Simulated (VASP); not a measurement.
The system is BiTe.

```xyz
2
Lattice="0.0000 3.2133 3.2133 3.2133 0.0000 3.2133 3.2133 3.2133 0.0000" Properties=species:S:1:pos:R:3 pbc="T T T"
Bi    0.0000    0.0000    0.0000
Te    3.2133    3.2133    3.2133
```

Base run:

```yaml
Program: VASP 6.6.1
Functional: r2SCAN
Potentials_or_basis: VASP PAW PBE potentials, release 64 (Bi_d, Te)
Cutoff: 520 eV
k_mesh: 7 × 7 × 7
Occupations: fermi-dirac, width 0.05 eV
Spin: no spin polarisation
```

Its results: pressure 1.2 GPa.

Problem. The run is repeated on the same cell with these changes: functional from r2SCAN to PBE0; k mesh from 7 × 7 × 7 to 4 × 4 × 4. What comes out?

Solution. Pressure -0.8 GPa.

Several settings changed at once, so the effect can't be laid on one alone.

Caveats: some runs use coarse meshes; the PAW data sets were made with another functional, which shifts forces and pressure a little.
